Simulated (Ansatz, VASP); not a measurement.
Na: VASP beside Ansatz

```
CELL_PARAMETERS angstrom
-2.08820 2.08820 2.08820
2.08820 -2.08820 2.08820
2.08820 2.08820 -2.08820
ATOMIC_POSITIONS crystal
Na 0.00000 0.00000 0.00000
```

Alike in both runs: task relaxation of cell and atoms; functional PBEsol; k mesh 14 × 14 × 14; occupations gaussian, width 0.1 eV; no spin polarisation.

|  | VASP | Ansatz |
| --- | --- | --- |
| version | VASP 6.6.1 | Ansatz 0.2.0 |
| potentials or method | VASP PAW PBE potentials, release 64 (Na_pv), cutoff 600 eV | scalar-relativistic, plane waves, PAW |
| valence electrons in the cell | 7 | 9 |

```csv
,VASP,Ansatz,Ansatz less VASP
"gap on the k mesh at the Fermi level, each at its own relaxed structure (eV)",none,none,-
relaxed volume (Å³/atom),36.42,36.42,0.000
relaxed length of the cell vector where the two differ most in proportion (Å),3.617,3.617,0.0000
```

VASP's potentials were made for PBE, not for PBEsol. A gap of «none» marks a metal or a gap that the smearing closes. VASP's potentials hold 7 valence electrons a cell and Ansatz's 9, so a difference there can come from the potentials and not from the codes.

Noted on VASP's run: the relaxation stopped at its first step, so nothing moved.
